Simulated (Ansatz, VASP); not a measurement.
**As: VASP beside Ansatz**

```xyz
4
Lattice="4.5477 0.0000 0.0000 -2.2739 3.9385 0.0000 0.0000 0.0000 5.6127" Properties=species:S:1:pos:R:3 pbc="T T T"
As    0.0000    2.6256    2.6399
As    2.2739    1.3128    5.4463
As    2.2739    1.3128    2.9728
As    0.0000    2.6256    0.1665
```

Alike in both runs: task relaxation of cell and atoms; functional PBEsol; k mesh 12 × 12 × 8; occupations gaussian, width 0.1 eV; no spin polarisation.

|  | VASP | Ansatz |
| --- | --- | --- |
| version | VASP 6.6.1 | Ansatz 0.2.0 |
| potentials or method | VASP PAW PBE potentials, release 64 (As), cutoff 600 eV | scalar-relativistic, plane waves, PAW |
| valence electrons in the cell | 20 | 60 |

|  | VASP | Ansatz | Ansatz less VASP |
| --- | --- | --- | --- |
| gap on the k mesh at the Fermi level, each at its own relaxed structure (eV) | none | none | - |
| relaxed volume (Å³/atom) | 25.37 | 25.26 | -0.101 |
| relaxed length of the cell vector where the two differ most in proportion (Å) | 5.650 | 5.641 | -0.0083 |

VASP's potentials were made for PBE, not for PBEsol. A gap of «none» marks a metal or a gap that the smearing closes. VASP's potentials hold 20 valence electrons a cell and Ansatz's 60, so a difference there can come from the potentials and not from the codes.
